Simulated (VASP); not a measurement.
# Al (I4/mmm) in VASP: further runs

Runs on Al. Level: PBEsol. Tasks: single point.

All numbers are computed with VASP 6.6.1; they aren't measurements. Logs are shortened: lines on timing, memory, paths and dates and some standing lists are left out, and cuts for length are marked.

### Step 1. The cell of the first run

Symmetry: I4/mmm, No. 139, tetragonal system. Conventional cell: a = 2.862 Å, b = 2.862 Å, c = 4.028 Å, α = 90.00°, β = 90.00°, γ = 90.00°. Within 3.8 Å of Al (site symmetry 4/mmm) lie 12 Al at 2.86 Å.

### Step 2. Single point, PBEsol (strain -0.0050 x Voigt [0, 1, 0, 0, 0, 0])

The input, INCAR:

```
SYSTEM = Al
PREC = Accurate
ENCUT = 520
EDIFF = 1E-6
ISMEAR = 0
SIGMA = 0.15
LREAL = .FALSE.
LASPH = .TRUE.
NELM = 60
ALGO = Normal
ISIF = 2
LWAVE = .FALSE.
LCHARG = .FALSE.
GGA = PS
NBANDS = 8
```

The input, KPOINTS:

```
Automatic mesh
0
G
  20 20 20
  0 0 0
```

The input, POSCAR:

```
Al
1.0
    0.0000000000      2.0138601000      2.0239800000
    2.0239800000      0.0000000000      2.0239800000
    2.0239800000      2.0138601000      0.0000000000
Al
1
Direct
    0.0000000000      0.0000000000      0.0000000000
```

Potentials or basis: VASP PAW PBE potentials, release 64 (Al).

Launch:

```
> cat potpaw_PBE.64/Al/POTCAR > POTCAR
> mpirun -np 1 vasp_std > vasp.out
```

OUTCAR:

```text
SYSTEM = Al
   PREC = Accurate
   ENCUT = 520
   EDIFF = 1E-6
   ISMEAR = 0
   LREAL = .FALSE.
   LASPH = .TRUE.
   NELM = 60
   ISIF = 2
   GGA = PS

 ion  position               nearest neighbor table
   1  0.000  0.000  0.000-

  LATTYP: Found a body centered tetragonal cell.
 ALAT       =     2.8623399660
 C/A-ratio  =     1.4071424946

  Lattice vectors:

 A1 = (   0.0000000000,  -2.0138601000,   2.0239800000)
 A2 = (   0.0000000000,  -2.0138601000,  -2.0239800000)
 A3 = (   2.0239800000,   2.0138601000,   0.0000000000)

Analysis of symmetry for initial positions (statically):
=====================================================================
 Subroutine PRICEL returns:
 Original cell was already a primitive cell.

 Routine SETGRP: Setting up the symmetry group for a
 body centered tetragonal supercell.

 Subroutine GETGRP returns: Found 16 space group operations
 (whereof 16 operations were pure point group operations)
 out of a pool of 16 trial point group operations.

The static configuration has the point symmetry D_4h.

Analysis of symmetry for dynamics (positions and initial velocities):
=====================================================================
 Subroutine PRICEL returns:
 Original cell was already a primitive cell.

 Routine SETGRP: Setting up the symmetry group for a
 body centered tetragonal supercell.

 Subroutine GETGRP returns: Found 16 space group operations
 (whereof 16 operations were pure point group operations)
 out of a pool of 16 trial point group operations.

The dynamic configuration has the point symmetry D_4h.

 Subroutine INISYM returns: Found 16 space group operations
 (whereof 16 operations are pure point group operations),
 and found     1 'primitive' translations

----------------------------------------------------------------------------------------

                                     Primitive cell

  volume of cell :      16.4995

  direct lattice vectors                    reciprocal lattice vectors
     0.000000000  2.013860100  2.023980000    -0.247038014  0.248279411  0.247038014
     2.023980000  0.000000000  2.023980000     0.247038014 -0.248279411  0.247038014
     2.023980000  2.013860100  0.000000000     0.247038014  0.248279411 -0.247038014

  length of vectors
     2.855193083  2.862339966  2.855193083     0.428600311  0.428600311  0.428600311

  position of ions in fractional coordinates (direct lattice)
     0.000000000  0.000000000  0.000000000

  ion indices of the primitive-cell ions
   primitive index   ion index
                 1           1

----------------------------------------------------------------------------------------

 KPOINTS: Automatic mesh

Automatic generation of k-mesh.
 Grid dimensions read from file:
 generate k-points for:   20   20   20

 Generating k-lattice:

  Cartesian coordinates                     Fractional coordinates (reciprocal lattice)
    -0.012351901  0.012413971  0.012351901     0.050000000  0.000000000  0.000000000
     0.012351901 -0.012413971  0.012351901    -0.000000000  0.050000000 -0.000000000
     0.012351901  0.012413971 -0.012351901     0.000000000  0.000000000  0.050000000

  Length of vectors
     0.021430016  0.021430016  0.021430016

  Shift w.r.t. Gamma in fractional coordinates (k-lattice)
     0.000000000  0.000000000  0.000000000

 Subroutine IBZKPT returns following result:
 ===========================================

 Found    641 irreducible k-points:

 Following reciprocal coordinates:
            Coordinates               Weight
  0.000000  0.000000  0.000000      1.000000
  0.050000  0.000000  0.000000      8.000000
  0.100000  0.000000  0.000000      8.000000
  0.150000  0.000000 -0.000000      8.000000
  0.200000  0.000000  0.000000      8.000000
  0.250000  0.000000  0.000000      8.000000
[... 16 lines left out ...]
 -0.400000  0.050000 -0.000000     16.000000
 -0.350000  0.050000 -0.000000     16.000000
 [... further k-points ...]
   k-points           NKPTS =    641   k-points in BZ     NKDIM =    641   number of bands    NBANDS=      8
   number of dos      NEDOS =    301   number of ions     NIONS =      1
   total plane-waves  NPLWV =  13824
   dimension x,y,z NGX =    24 NGY =   24 NGZ =   24
   dimension x,y,z NGXF=    48 NGYF=   48 NGZF=   48
   ions per type =               1
   NGX,Y,Z   is equivalent  to a cutoff of  13.97, 13.94, 13.97 a.u.
   NGXF,Y,Z  is equivalent  to a cutoff of  27.95, 27.88, 27.95 a.u.
 SYSTEM =  Al
   PREC   = accura    normal or accurate (medium, high low for compatibility)
   ISTART =      0    job   : 0-new  1-cont  2-samecut
   ICHARG =      2    charge: 1-file 2-atom 10-const
   ISPIN  =      1    spin polarized calculation?
   LNONCOLLINEAR =      F non collinear calculations
   LSORBIT =      F    spin-orbit coupling
   LASPH  =      T    aspherical Exc in radial PAW
   ENCUT  =  520.0 eV  38.22 Ry    6.18 a.u.   5.31  5.32  5.31*2*pi/ulx,y,z
   NELM   =     60;   NELMIN=  2; NELMDL= -5     # of ELM steps
   EDIFF  = 0.1E-05   stopping-criterion for ELM
   LREAL  =      F    real-space projection
   EDIFFG = 0.1E-04   stopping-criterion for IOM
   NSW    =      0    number of steps for IOM
   IBRION =     -1    ionic relax: 0-MD 1-quasi-New 2-CG
   NFREE  =      0    steps in history (QN), initial steepest desc. (CG)
   ISIF   =      2    stress and relaxation
   ISYM   =      2    0-nonsym 1-usesym 2-fastsym
   POTIM  = 0.5000    time-step for ionic-motion
   TEBEG  =    0.0;   TEEND  =   0.0 temperature during run
   PSTRESS=    0.0 pullay stress
   NELECT =       3.0000    total number of electrons
   NUPDOWN=      -1.0000    fix difference up-down
   EMIN   =  10.00;   EMAX   =-10.00  energy-range for DOS
   EFERMI =   0.00;   METHOD = LEGACY
   ISMEAR =     0;   SIGMA  =   0.15  broadening in eV -4-tet -1-fermi 0-gaus
   EFERMI_NEDOS =   21; number of points for ismear=-14 and -15
   IALGO  =     38    algorithm
   IMIX   =      4    mixing-type and parameters
     AMIX     =   0.40;   BMIX     =  1.00
     AMIX_MAG =   1.60;   BMIX_MAG =  1.00
  volume/ion in A,a.u.               =      16.50       111.34
  Fermi-wavevector in a.u.,A,eV,Ry     =   0.927452  1.752630 11.703280  0.860167
  Thomas-Fermi vector in A             =   2.053523
   LORBIT       =      0    0 simple, 1 ext, 2 COOP (PROOUT), +10 PAW based schemes
   GGA     = PS    functional components
   LHFCALC =     F    Hartree Fock is set to
   AEXX    =    0.0000 exact exchange contribution
   IVDW    =     0    specifies the selected vdW correction
   LEPSILON=     F    determine dielectric tensor
   LRPA    =     F    only Hartree local field effects (RPA)
 non-spin polarized calculation
 Gauss-broadening in eV      SIGMA  =   0.15
  energy-cutoff  :      520.00
  volume of cell :       16.50
 maximum number of plane-waves:       459
 NGX is ok and might be reduce to    24
   NGX = 11   NGY = 11   NGZ = 11

 number of electron       3.0000000 magnetization

 Free energy of the ion-electron system (eV)
  ---------------------------------------------------
  ext. energy  EPLUGINS =         0.00000000
  ---------------------------------------------------
  free energy    TOTEN  =        -4.09253788 eV

  energy without entropy =       -4.08762680  energy(sigma->0) =       -4.09008234

 E-fermi :   7.9900     XC(G=0): -10.2572

 val. band max:        7.9873645770   @ k =   0.5000  -0.2000   0.3000
 cond. band min:       8.0047741726   @ k =  -0.4000   0.0000   0.3500
 fundamental gap:      0.0174095956
 Fermi energy:         7.9899542184

 k-point     1 :       0.0000    0.0000    0.0000
  band No.  band energies     occupation
      1      -3.1802      2.00000
      2      20.5273      0.00000
      3      20.5273      0.00000
      4      20.5810      0.00000
      5      22.0265      0.00000
      6      22.0418      0.00000
      7      22.0418      0.00000
      8      24.4335      0.00000

 k-point     2 :       0.0500    0.0000    0.0000
  band No.  band energies     occupation
      1      -3.1122      2.00000
      2      19.2436      0.00000
      3      20.2648      0.00000
      4      20.3014      0.00000
      5      22.3996      0.00000
      6      22.4097      0.00000
      7      22.5759      0.00000
      8      25.1482      0.00000

 k-point     3 :       0.1000    0.0000    0.0000
  band No.  band energies     occupation
      1      -2.9085      2.00000
      2      17.2656      0.00000
      3      19.8034      0.00000
      4      19.8449      0.00000
      5      22.7033      0.00000
      6      23.1595      0.00000
      7      23.1680      0.00000
      8      25.9489      0.00000

 k-point     4 :       0.1500    0.0000   -0.0000
  band No.  band energies     occupation
      1      -2.5697      2.00000
      2      15.2464      0.00000
      3      19.3770      0.00000
      4      19.4264      0.00000
      5      22.5816      0.00000
      6      23.8793      0.00000
      7      23.9186      0.00000
      8      25.1754      0.00000

 k-point     5 :       0.2000    0.0000    0.0000
  band No.  band energies     occupation
      1      -2.0968      2.00000
      2      13.2755      0.00000
      3      19.0391      0.00000
      4      19.0976      0.00000
      5      22.4205      0.00000
      6      23.4858      0.00000
      7      23.6403      0.00000
      8      25.6347      0.00000
[... 177 lines left out ...]
 k-point    22 :      -0.4500    0.0500    0.0000
  band No.  band energies     occupation
      1       2.6781      2.00000
      2       4.4189      2.00000
      3      17.6148      0.00000
      4      18.6893      0.00000
      5      20.0347      0.00000
      6      20.2497      0.00000
      7      23.4033      0.00000
      8      24.1843      0.00000

 k-point    23 :      -0.4000    0.0500   -0.0000
  band No.  band energies     occupation
      1       1.5235      2.00000
      2       5.8506      2.00000
      3      17.3595      0.00000
      4      19.2118      0.00000
      5      19.9933      0.00000
      6      20.5695      0.00000
      7      23.0877      0.00000
      8      24.7471      0.00000

 k-point    24 :      -0.3500    0.0500   -0.0000
  band No.  band energies     occupation
      1       0.4895      2.00000
      2       7.3989      2.00000
      3      17.2211      0.00000
      4      19.7767      0.00000
      5      19.9212      0.00000
      6      21.2134      0.00000
      7      22.8869      0.00000
      8      25.4066      0.00000

 [... further k-points ...]
[... 5 lines left out ...]
  --------------------------------------------------------------------------------------
  -------------------------------------------------------------------------------------
  Total       -0.1540499     -0.1538433     -0.1540499      0.0000000     -0.0000000      0.0000000
  in kB      -14.9589237    -14.9388577    -14.9589237      0.0000000     -0.0000000      0.0000000
  external PRESSURE =     -14.9522350 kB  Pullay stress =       0.0000000 kB

 VOLUME and BASIS-vectors are now :
 -----------------------------------------------------------------------------
  energy-cutoff  :      520.00
  volume of cell :       16.50
      direct lattice vectors                 reciprocal lattice vectors
     0.000000000  2.013860100  2.023980000    -0.247038014  0.248279411  0.247038014
     2.023980000  0.000000000  2.023980000     0.247038014 -0.248279411  0.247038014
     2.023980000  2.013860100  0.000000000     0.247038014  0.248279411 -0.247038014

 POSITION                                       TOTAL-FORCE (eV/Angst)
 -----------------------------------------------------------------------------------
      0.00000      0.00000      0.00000         0.000000      0.000000      0.000000
 -----------------------------------------------------------------------------------
    total drift:                                0.000000     -0.000000     -0.000000

  FREE ENERGIE OF THE ION-ELECTRON SYSTEM (eV)
  ---------------------------------------------------
  free  energy   TOTEN  =        -4.0925378830 eV

  energy  without entropy=       -4.0876267995  energy(sigma->0) =       -4.09008234
```

It took 19 s on 1 thread of Intel Xeon 6975P-C (Granite Rapids), shared host; peak memory 0.18 GiB.

Results:

```yaml
Free_energy: -4.0925 eV
Pressure: -1.5 GPa
```

Caveat: the cell differs from its parent crystal (strain -0.0050 x Voigt [0, 1, 0, 0, 0, 0]); the PAW data sets were made with another functional, which shifts forces and pressure a little.

### Step 3. Single point, PBEsol (strain +0.0050 x Voigt [0, 1, 0, 0, 0, 0])

The input, INCAR:

```
PREC = Accurate
ENCUT = 520
EDIFF = 1E-6
ISMEAR = 0
SIGMA = 0.15
LREAL = False
LASPH = True
NELM = 100
ALGO = Normal
ISIF = 2
LWAVE = False
LCHARG = True
GGA = PS
LELF = True
LVHAR = True
NBANDS = 8
```

The input, KPOINTS:

```
regular mesh
0
Gamma
  20 20 20
```

The input, POSCAR:

```
Al
1.0
    0.0000000000      2.0340999000      2.0239800000
    2.0239800000      0.0000000000      2.0239800000
    2.0239800000      2.0340999000      0.0000000000
Al
1
Direct
    0.0000000000      0.0000000000      0.0000000000
```

Potentials or basis: VASP PAW PBE potentials, release 64 (Al).

Launch:

```
> cat potpaw_PBE.64/Al/POTCAR > POTCAR
> mpirun -np 1 vasp_std > vasp.out
```

Run time: 21 s. Hardware: 1 thread of Intel Xeon 6975P-C (Granite Rapids), shared host; peak memory 0.19 GiB.

It converged, with:

```
Free energy : -4.0906 eV
Pressure    : -2.2 GPa
```

Levels at points of the mesh, in eV from the Fermi level:
```csv
k point,band 1,band 2,band 3,band 4,band 5,band 6
"(0.00, 0.00, 0.00)",-11.10,12.47,12.52,12.52,13.91,13.91
"(0.50, 0.00, 0.00)",-4.59,-4.40,11.19,11.29,11.31,11.41
"(0.50, 0.50, 0.00)",-2.91,-1.61,5.19,5.45,5.49,8.89
"(0.50, 0.00, 0.50)",-2.98,-1.71,5.25,5.56,5.56,8.98
```

Caveat: the cell differs from its parent crystal (strain +0.0050 x Voigt [0, 1, 0, 0, 0, 0]); the PAW data sets were made with another functional, which shifts forces and pressure a little.

### Step 4. Single point, PBEsol (strain +0.0150 x Voigt [0, 1, 0, 0, 0, 0])

The input, INCAR:

```
PREC = Accurate
ENCUT = 520
EDIFF = 1E-6
ISMEAR = 0
SIGMA = 0.15
LREAL = F
LASPH = T
NELM = 80
ALGO = Normal
ISIF = 2
LWAVE = F
LCHARG = F
GGA = PS
NBANDS = 8
```

KPOINTS is that of step 3.

The input, POSCAR:

```
Al
1.0
    0.0000000000      2.0543397000      2.0239800000
    2.0239800000      0.0000000000      2.0239800000
    2.0239800000      2.0543397000      0.0000000000
Al
1
Direct
    0.0000000000      0.0000000000      0.0000000000
```

Launch:

```
> cat potpaw_PBE.64/Al/POTCAR > POTCAR
> mpirun -np 1 vasp_std > vasp.out
```

Run time: 18 s. Hardware: 1 thread of Intel Xeon 6975P-C (Granite Rapids), shared host; peak memory 0.18 GiB.

Results (log left out):

| Item | Value |
| --- | --- |
| Free energy | -4.0878 eV |
| Pressure | -2.9 GPa |

Stress tensor (GPa, compression positive):
```
-2.76  0.00  0.00
 0.00 -3.22  0.00
 0.00  0.00 -2.76
```

Levels at points of the mesh, in eV from the Fermi level:
```
           k point  band 1  band 2  band 3  band 4  band 5  band 6
(0.00, 0.00, 0.00)  -11.03   12.34   12.50   12.50   13.78   13.78
(0.50, 0.00, 0.00)   -4.55   -4.39   10.95   11.13   11.33   11.47
(0.50, 0.50, 0.00)   -2.84   -1.54    5.16    5.32    5.42    8.74
(0.50, 0.00, 0.50)   -3.05   -1.84    5.32    5.64    5.64    9.02
```

Caveat: the cell differs from its parent crystal (strain +0.0150 x Voigt [0, 1, 0, 0, 0, 0]); the PAW data sets were made with another functional, which shifts forces and pressure a little.

### Step 5. Single point, PBEsol (strain +0.0100 x Voigt [0, 1, 0, 0, 0, 0])

The input, INCAR:

```
SYSTEM = Al
PREC = Accurate ; ENCUT = 520
EDIFF = 1E-6 ; ISMEAR = 0
SIGMA = 0.15 ; LREAL = .False.
LASPH = .True. ; NELM = 80
ALGO = Fast ; ISIF = 2
LWAVE = .False. ; LCHARG = .False.
GGA = PS ; NBANDS = 8
```

The input, KPOINTS:

```
regular mesh
0
Gamma
  20 20 20
  0 0 0
```

The input, POSCAR:

```
Al
1.0
    0.0000000000      2.0442198000      2.0239800000
    2.0239800000      0.0000000000      2.0239800000
    2.0239800000      2.0442198000      0.0000000000
Al
1
Direct
    0.0000000000      0.0000000000      0.0000000000
```

Launch:

```
> cat potpaw_PBE.64/Al/POTCAR > POTCAR
> mpirun -np 1 vasp_std > vasp.out
```

It took 23 s on 1 thread of Intel Xeon 6975P-C (Granite Rapids), shared host; peak memory 0.18 GiB.

The run converged. Its results:

* Free energy: -4.0893 eV
* Pressure: -2.6 GPa

Stress tensor (GPa, compression positive):
```
-2.51  0.00  0.00
 0.00 -2.68  0.00
 0.00  0.00 -2.51
```

Levels at points of the mesh, in eV from the Fermi level:
```csv
k point,band 1,band 2,band 3,band 4,band 5
"(0.00, 0.00, 0.00)",-11.07,12.41,12.51,12.51,13.85
"(0.50, 0.00, 0.00)",-4.57,-4.39,11.07,11.21,11.32
"(0.50, 0.50, 0.00)",-2.87,-1.58,5.17,5.39,5.45
"(0.50, 0.00, 0.50)",-3.02,-1.78,5.29,5.60,5.60
```

Caveat: the cell differs from its parent crystal (strain +0.0100 x Voigt [0, 1, 0, 0, 0, 0]); the PAW data sets were made with another functional, which shifts forces and pressure a little.

(Continued in part 2 of 2.)
